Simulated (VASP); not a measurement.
# Al16CN15 (a cell with a defect) in VASP: notebook

Al16CN15 (a cell with a defect) is run at these levels: LDA, PBE; tasks: single point.

Program: VASP 6.6.1. These are calculated values, not measurements. Logs are shortened: lines on timing, memory, paths and dates and some standing lists are left out, and cuts for length are marked.

### 1 The cell of the first run

The cell holds a defect, 32 atoms: a = 6.260 Å, b = 6.260 Å, c = 10.035 Å, α = 90.00°, β = 90.00°, γ = 120.00°.

### 2 Single point, LDA

The input, INCAR:

```
SYSTEM = Al16CN15
PREC = Accurate
ENCUT = 520
EDIFF = 1E-6
ISMEAR = -1
SIGMA = 0.01
LREAL = Auto
LASPH = .True.
NELM = 120
ALGO = Normal
ISIF = 2
LWAVE = .False.
LCHARG = .False.
NBANDS = 86
NELECT = 126.0
GGA_COMPAT = .False.
```

The input, KPOINTS:

```
Automatic mesh
0
Gamma
  1 1 1
  0.25 0.25 0.25
```

The input, POSCAR:

```
Al16CN15
1.0
    6.2595139326      0.0000000578      0.0000000000
   -3.1297570163      5.4208980521      0.0000000000
    0.0000000000      0.0000000000     10.0348065068
Al N C
16 15 1
Direct
    0.3324607873      0.1648601114      0.2518829417
    0.1671754685      0.3339863365      0.5006513523
    0.3338827658      0.1700991309      0.7500726683
    0.1678799319      0.3325600827      1.0012097469
    0.3345091158      0.6615182322      0.2526965447
    0.1813708639      0.8422505280      0.5002379111
    0.3324377671      0.6645124050      0.7507599008
    0.1692880535      0.8339466363      0.9978448822
    0.8375340884      0.1641965012      0.2521244032
    0.6587906947      0.3193964357      0.4968206992
    0.8383290208      0.1688078464      0.7500286456
    0.6656531446      0.3297078395      0.9985506229
    0.8350415506      0.6581944202      0.2337380252
    0.6588636587      0.8404422405      0.5024296108
    0.8364082992      0.6693715212      0.7499733457
    0.6673453287      0.8317568974      0.9982910672
    0.3313281261      0.1685517428      0.4399977456
    0.1692674506      0.3300753398      0.1906435351
    0.3329325995      0.1678737506      0.9397338114
    0.1692114214      0.3335097086      0.6904433200
    0.3320987629      0.6680080763      0.4405934551
    0.1715886922      0.8295958284      0.1911401901
    0.3338887099      0.6670183050      0.9411446581
    0.1715867940      0.8351607949      0.6914920074
    0.8328959652      0.1677091741      0.4402307921
    0.6658649828      0.3234591586      0.1901064067
    0.8328629141      0.1666296574      0.9408953259
    0.6715612045      0.3356578747      0.6900248242
    0.6711117364      0.8290880569      0.1925255076
    0.8334685268      0.6662074304      0.9416199865
    0.6683379045      0.8333086840      0.6934349476
    0.8327488507      0.6707677454      0.4566680010
```

Potentials or basis: VASP PAW LDA potentials, release 64 (Al, N, C).

The run is started by

```console
$ cat potpaw_LDA.64/Al/POTCAR potpaw_LDA.64/N/POTCAR potpaw_LDA.64/C/POTCAR > POTCAR
$ mpirun -np 1 vasp_std > vasp.out
```

OUTCAR:

```text
SYSTEM = Al16CN15
   PREC = Accurate
   ENCUT = 520
   EDIFF = 1E-6
   ISMEAR = -1
   LREAL = Auto
   LASPH = .True.
   NELM = 120
   ISIF = 2
   NELECT = 126.0

 ion  position               nearest neighbor table
   1  0.332  0.165  0.252-  18 1.88  17 1.89  26 1.91  22 1.92  10 3.03   6 3.05   2 3.09   4 3.09
                             9 3.10   5 3.10   8 3.12  12 3.12  13 3.12  13 3.15   5 3.16   9 3.16
   2  0.167  0.334  0.501-  17 1.89  20 1.90  21 1.91  25 1.91   5 3.06   9 3.07  11 3.07   3 3.08
                             7 3.08   1 3.09   6 3.12  10 3.12  14 3.13  14 3.14  10 3.14   6 3.14
   3  0.334  0.170  0.750-  20 1.88  19 1.90  24 1.91  28 1.93   6 3.07  12 3.07   2 3.08   8 3.08
                             4 3.09  10 3.09  11 3.10   7 3.10  15 3.12  15 3.14   7 3.16  11 3.16
   4  0.168  0.333  0.001-  19 1.89  18 1.90  23 1.91  27 1.91   3 3.09  11 3.09   9 3.09   5 3.09
                             7 3.09   1 3.09  12 3.12   8 3.13  16 3.13  16 3.13   8 3.13  12 3.13
   5  0.335  0.662  0.253-  21 1.89  22 1.90  18 1.90  29 1.92   2 3.06  14 3.06   6 3.07   4 3.09
                             1 3.10   9 3.11  13 3.12  16 3.13   8 3.14   9 3.15  13 3.15   1 3.16
   6  0.181  0.842  0.500-  21 1.86  17 1.87  24 1.92  32 1.94  10 2.99  14 2.99   1 3.05   3 3.07
                             5 3.07   7 3.08   2 3.12  15 3.13   2 3.14  14 3.27  13 3.27  10 3.27
   7  0.332  0.665  0.751-  24 1.89  20 1.89  31 1.91  23 1.91  14 3.06   8 3.07  16 3.08   6 3.08
                             2 3.08   4 3.09  11 3.10   3 3.10  15 3.12  15 3.14   3 3.16  11 3.16
   8  0.169  0.834  0.998-  23 1.89  19 1.90  30 1.91  22 1.94  13 2.98   7 3.07  15 3.07   3 3.08
                            12 3.11   1 3.12  16 3.12   4 3.13   4 3.13  16 3.14   5 3.14  12 3.15
   9  0.838  0.164  0.252-  25 1.89  26 1.90  18 1.90  29 1.91  10 3.05  14 3.07   2 3.07   4 3.09
                             1 3.10  13 3.11   5 3.11  16 3.12  12 3.13   5 3.15   1 3.16  13 3.16
  10  0.659  0.319  0.497-  25 1.86  17 1.87  28 1.94  32 1.95   6 2.99  14 3.00   1 3.03   9 3.05
                             3 3.09  11 3.11   2 3.12   2 3.14  15 3.17  13 3.22  14 3.26   6 3.27
  11  0.838  0.169  0.750-  20 1.89  31 1.91  28 1.91  27 1.92  14 3.06   2 3.07  12 3.08   4 3.09
                            16 3.09   3 3.10   7 3.10  10 3.11  15 3.12  15 3.14   3 3.16   7 3.16
[... 9 lines left out ...]
                             9 3.12  12 3.12   8 3.12   4 3.13   5 3.13   4 3.13   8 3.14  12 3.14
  17  0.331  0.169  0.440-  10 1.87   6 1.87   2 1.89   1 1.89
  18  0.169  0.330  0.191-   1 1.88   4 1.90   9 1.90   5 1.90
  19  0.333  0.168  0.940-   4 1.89  12 1.90   8 1.90   3 1.90
  20  0.169  0.334  0.690-   3 1.88  11 1.89   7 1.89   2 1.90
  21  0.332  0.668  0.441-   6 1.86  14 1.88   5 1.89   2 1.91
  22  0.172  0.830  0.191-  13 1.87   5 1.90   1 1.92   8 1.94
[... 8 lines left out ...]
  31  0.668  0.833  0.693-  15 1.89  11 1.91   7 1.91  14 1.92
  32  0.833  0.671  0.457-  14 1.92   6 1.94  10 1.95  13 2.24

  LATTYP: Found a hexagonal cell.
 ALAT       =     6.2595139326
 C/A-ratio  =     1.6031287117

  Lattice vectors:

 A1 = (   6.2595139326,   0.0000000578,   0.0000000000)
 A2 = (  -3.1297570163,   5.4208980521,   0.0000000000)
 A3 = (   0.0000000000,   0.0000000000,  10.0348065068)

Analysis of symmetry for initial positions (statically):
=====================================================================
 Subroutine PRICEL returns:
 Original cell was already a primitive cell.

 Routine SETGRP: Setting up the symmetry group for a
 hexagonal supercell.

 Subroutine GETGRP returns: Found  1 space group operations
 (whereof  1 operations were pure point group operations)
 out of a pool of 24 trial point group operations.

The static configuration has the point symmetry C_1 .

Analysis of symmetry for dynamics (positions and initial velocities):
=====================================================================
 Subroutine PRICEL returns:
 Original cell was already a primitive cell.

 Routine SETGRP: Setting up the symmetry group for a
 hexagonal supercell.

 Subroutine GETGRP returns: Found  1 space group operations
 (whereof  1 operations were pure point group operations)
 out of a pool of 24 trial point group operations.

The dynamic configuration has the point symmetry C_1 .

 Subroutine INISYM returns: Found  1 space group operations
 (whereof  1 operations are pure point group operations),
 and found     1 'primitive' translations

----------------------------------------------------------------------------------------

                                     Primitive cell

  volume of cell :     340.5029

  direct lattice vectors                    reciprocal lattice vectors
     6.259513933  0.000000058  0.000000000     0.159756813  0.092235641  0.000000000
    -3.129757016  5.420898052  0.000000000    -0.000000002  0.184471279  0.000000000
     0.000000000  0.000000000 10.034806507     0.000000000  0.000000000  0.099653142

  length of vectors
     6.259513933  6.259513933 10.034806507     0.184471279  0.184471279  0.099653142

  position of ions in fractional coordinates (direct lattice)
     0.332460787  0.164860111  0.251882942
     0.167175468  0.333986336  0.500651352
     0.333882766  0.170099131  0.750072668
     0.167879932  0.332560083  0.001209747
     0.334509116  0.661518232  0.252696545
     0.181370864  0.842250528  0.500237911
[... 24 lines left out ...]
     0.668337904  0.833308684  0.693434948
     0.832748851  0.670767745  0.456668001

  ion indices of the primitive-cell ions
   primitive index   ion index
                 1           1
                 2           2
                 3           3
                 4           4
                 5           5
                 6           6
[... 24 lines left out ...]
                31          31
                32          32

----------------------------------------------------------------------------------------

 KPOINTS: Automatic mesh

Automatic generation of k-mesh.
 Grid dimensions read from file:
 generate k-points for:    1    1    1

 Generating k-lattice:

  Cartesian coordinates                     Fractional coordinates (reciprocal lattice)
     0.159756813  0.092235641  0.000000000     1.000000000  0.000000000  0.000000000
    -0.000000002  0.184471279  0.000000000     0.000000000  1.000000000  0.000000000
     0.000000000  0.000000000  0.099653142     0.000000000  0.000000000  1.000000000

  Length of vectors
     0.184471279  0.184471279  0.099653142

  Shift w.r.t. Gamma in fractional coordinates (k-lattice)
     0.250000000  0.250000000  0.250000000

 Subroutine IBZKPT returns following result:
 ===========================================

 Found      6 irreducible k-points:

 Following reciprocal coordinates:
            Coordinates               Weight
  0.250000  0.250000  0.250000      2.000000
 -0.250000  0.500000  0.250000      2.000000
  0.500000  0.250000  0.250000      2.000000
 -0.250000 -0.250000  0.250000      2.000000
  0.250000  0.500000  0.250000      2.000000
  0.500000 -0.250000  0.250000      2.000000
   k-points           NKPTS =      6   k-points in BZ     NKDIM =      6   number of bands    NBANDS=     86
   number of dos      NEDOS =    301   number of ions     NIONS =     32
   total plane-waves  NPLWV = 184320
   dimension x,y,z NGX =    48 NGY =   48 NGZ =   80
   dimension x,y,z NGXF=    96 NGYF=   96 NGZF=  160
   ions per type =              16  15   1
   NGX,Y,Z   is equivalent  to a cutoff of  12.75, 12.75, 13.25 a.u.
   NGXF,Y,Z  is equivalent  to a cutoff of  25.50, 25.50, 26.51 a.u.
 SYSTEM =  Al16CN15
   PREC   = accura    normal or accurate (medium, high low for compatibility)
   ISTART =      0    job   : 0-new  1-cont  2-samecut
   ICHARG =      2    charge: 1-file 2-atom 10-const
   ISPIN  =      1    spin polarized calculation?
   LNONCOLLINEAR =      F non collinear calculations
   LSORBIT =      F    spin-orbit coupling
   LASPH  =      T    aspherical Exc in radial PAW
   ENCUT  =  520.0 eV  38.22 Ry    6.18 a.u.  11.64 11.64 18.66*2*pi/ulx,y,z
   NELM   =    120;   NELMIN=  2; NELMDL= -5     # of ELM steps
   EDIFF  = 0.1E-05   stopping-criterion for ELM
   LREAL  =      T    real-space projection
   EDIFFG = 0.1E-04   stopping-criterion for IOM
   NSW    =      0    number of steps for IOM
   IBRION =     -1    ionic relax: 0-MD 1-quasi-New 2-CG
   NFREE  =      0    steps in history (QN), initial steepest desc. (CG)
   ISIF   =      2    stress and relaxation
   ISYM   =      2    0-nonsym 1-usesym 2-fastsym
   POTIM  = 0.5000    time-step for ionic-motion
   TEBEG  =    0.0;   TEEND  =   0.0 temperature during run
   PSTRESS=    0.0 pullay stress
   NELECT =     126.0000    total number of electrons
   NUPDOWN=      -1.0000    fix difference up-down
   EMIN   =  10.00;   EMAX   =-10.00  energy-range for DOS
   EFERMI =   0.00;   METHOD = LEGACY
   ISMEAR =    -1;   SIGMA  =   0.01  broadening in eV -4-tet -1-fermi 0-gaus
   EFERMI_NEDOS =   21; number of points for ismear=-14 and -15
   IALGO  =     38    algorithm
   IMIX   =      4    mixing-type and parameters
     AMIX     =   0.40;   BMIX     =  1.00
     AMIX_MAG =   1.60;   BMIX_MAG =  1.00
  volume/ion in A,a.u.               =      10.64        71.81
  Fermi-wavevector in a.u.,A,eV,Ry     =   1.175325  2.221043 18.794944  1.381389
  Thomas-Fermi vector in A             =   2.311708
   LORBIT       =      0    0 simple, 1 ext, 2 COOP (PROOUT), +10 PAW based schemes
   GGA     = CA    functional components
   LHFCALC =     F    Hartree Fock is set to
   AEXX    =    0.0000 exact exchange contribution
   IVDW    =     0    specifies the selected vdW correction
   LEPSILON=     F    determine dielectric tensor
   LRPA    =     F    only Hartree local field effects (RPA)
 non-spin polarized calculation
  energy-cutoff  :      520.00
  volume of cell :      340.50
 maximum number of plane-waves:      9148
 NGX is ok and might be reduce to    48
   NGX = 23   NGY = 23   NGZ = 37

 number of electron     126.0000006 magnetization

 Free energy of the ion-electron system (eV)
  ---------------------------------------------------
  ext. energy  EPLUGINS =         0.00000000
  ---------------------------------------------------
  free energy    TOTEN  =      -267.09082865 eV

  energy without entropy =     -267.09063026  energy(sigma->0) =     -267.09072945

 E-fermi :   5.7736     XC(G=0): -11.1397

 val. band max:        5.7005483125   @ k =   0.5000  -0.2500   0.2500
 cond. band min:       5.8437261401   @ k =   0.2500   0.5000   0.2500
 fundamental gap:      0.1431778276
 Fermi energy:         5.7736139784

 k-point     1 :       0.2500    0.2500    0.2500
  band No.  band energies     occupation
      1      -8.6538      2.00000
      2      -8.2382      2.00000
      3      -8.0384      2.00000
      4      -7.9900      2.00000
      5      -7.6870      2.00000
      6      -7.6667      2.00000
[... 457 lines left out ...]
     74      12.4249      0.00000
     75      12.6647      0.00000
 [bands above 75 left out]

------------------------ aborting loop because EDIFF is reached ----------------------------------------

  FORCE on cell =-STRESS in cart. coord.  units (eV):
  Direction    XX          YY          ZZ          XY          YZ          ZX
  --------------------------------------------------------------------------------------
  -------------------------------------------------------------------------------------
  Total      -19.6267047    -21.6620156    -21.6826250     -1.7459602      1.5871611     -0.6888969
  in kB      -92.3500459   -101.9268475   -102.0238211     -8.2153121      7.4681107     -3.2414844
  external PRESSURE =     -98.7669049 kB  Pullay stress =       0.0000000 kB

 VOLUME and BASIS-vectors are now :
 -----------------------------------------------------------------------------
  energy-cutoff  :      520.00
  volume of cell :      340.50
      direct lattice vectors                 reciprocal lattice vectors
     6.259513933  0.000000058  0.000000000     0.159756813  0.092235641  0.000000000
    -3.129757016  5.420898052  0.000000000    -0.000000002  0.184471279  0.000000000
     0.000000000  0.000000000 10.034806507     0.000000000  0.000000000  0.099653142

 POSITION                                       TOTAL-FORCE (eV/Angst)
 -----------------------------------------------------------------------------------
      1.56507      0.89369      2.52760         0.070763     -0.130942      0.001101
      0.00114      1.81051      5.02394        -0.191094      0.089915      0.016792
      1.55757      0.92209      7.52683         0.162166     -0.002161     -0.067674
      0.01001      1.80277      0.01214        -0.194875      0.083266      0.002719
      0.02347      3.58602      2.53576         0.124031     -0.015976      0.000604
     -1.50075      4.56575      5.01979        -0.077095      0.029063     -0.000312
[... 24 lines left out ...]
      1.57542      4.51728      6.95849        -0.184982      0.126312     -0.058826
      3.11326      3.63616      4.58258         0.128958     -0.091859     -0.021468
 -----------------------------------------------------------------------------------
    total drift:                                0.006621     -0.001628      0.012402

  FREE ENERGIE OF THE ION-ELECTRON SYSTEM (eV)
  ---------------------------------------------------
  free  energy   TOTEN  =      -267.0908286456 eV

  energy  without entropy=     -267.0906302553  energy(sigma->0) =     -267.09072945
```

Run time: 3.8 min. Hardware: 1 thread of Intel Xeon Platinum 8488C (Sapphire Rapids), shared host; peak memory 0.4 GiB.

What came out:

| Quantity | Value |
| --- | --- |
| Free energy | -267.0908 eV |
| Largest force | 0.264 eV/Å |

Forces on the atoms (eV/Å):
```
Al   0.071 -0.131  0.001
Al  -0.191  0.090  0.017
Al   0.162 -0.002 -0.068
Al  -0.195  0.083  0.003
Al   0.124 -0.016  0.001
Al  -0.077  0.029  0.000
Al   0.180 -0.087  0.040
Al  -0.080  0.005  0.073
Al   0.118 -0.083  0.032
Al  -0.041  0.056  0.151
Al   0.052  0.006  0.067
Al  -0.053  0.098 -0.077
Al   0.134  0.010 -0.039
Al  -0.133  0.156 -0.041
Al   0.117 -0.131  0.016
Al  -0.095  0.136  0.032
N    0.227 -0.112 -0.075
N   -0.153  0.083 -0.012
N    0.195 -0.138  0.036
N   -0.147  0.092 -0.018
N    0.199 -0.089  0.040
N   -0.211  0.102 -0.047
N    0.095 -0.110 -0.032
N   -0.216  0.047  0.067
N    0.163 -0.124  0.001
N   -0.113  0.160  0.037
N    0.218 -0.099 -0.081
N   -0.220  0.026 -0.014
N   -0.260  0.011 -0.027
N    0.183 -0.102 -0.002
N   -0.185  0.126 -0.059
C    0.129 -0.092 -0.021
```

Caveat: the k points lie up to 0.58 Å⁻¹ apart; the cell carries a net charge on a neutralising background, which shifts energy and pressure; the cell is charged against a uniform background, so pressure and absolute levels hang on convention.

(Continued in part 2 of 2.)
